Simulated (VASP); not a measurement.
A run of VASP 6.6.1:

POSCAR

```
TaN
1.0
    5.1183704513      0.0000000000      0.0000000000
   -2.5591852257      4.4326388368      0.0000000000
    0.0000000000      0.0000000000      2.8610587811
Ta N
3 3
Direct
    0.0000000000      0.0000000000      0.0000000000
    0.3333333333      0.6666666667      0.5000000000
    0.6666666667      0.3333333333      0.5000000000
    0.5000000000      0.0000000000      0.0000000000
    0.5000000000      0.5000000000      0.0000000000
    0.0000000000      0.5000000000      0.0000000000
```

The input INCAR.step1:

```
ALGO = Normal ; EDIFF = 1E-4
ENCUT = 600 ; GGA = PE
ISMEAR = 0 ; LASPH = T
LCHARG = F ; LREAL = F
LWAVE = T ; NELM = 100
PREC = Accurate ; SIGMA = 0.1
```

File INCAR.step2:

```
ALGO = Normal ; EDIFF = 1E-6
EDIFFG = -0.01 ; ENCUT = 600
IBRION = 2 ; ISIF = 4
ISMEAR = 0 ; ISTART = 1
LASPH = T ; LCHARG = F
LMIXTAU = T ; LREAL = F
LWAVE = F ; METAGGA = R2SCAN
NELM = 100 ; NSW = 50
PREC = Accurate ; SIGMA = 0.1
```

File KPOINTS:

```
k-points
0
Gamma
  9 9 12
```

Potentials or basis: VASP PAW PBE potentials, release 64 (Ta_pv, N).

Command:

```console
$ cat potpaw_PBE.64/Ta_pv/POTCAR potpaw_PBE.64/N/POTCAR > POTCAR
$ cp INCAR.step1 INCAR
$ mpirun -np 1 vasp_std > vasp.out
$ cp INCAR.step2 INCAR
$ mpirun -np 1 vasp_std > vasp.out
```

Hardware: 1 thread of Oxide Virtual Turin-like Processor, on a shared host.

Question: How long does it take, and how much memory?

Answer: Wall time 40 min on 1 thread of Oxide Virtual Turin-like Processor, with other jobs on the host, peak memory 0.29 GiB. Counts: k points 84, ion steps 3.
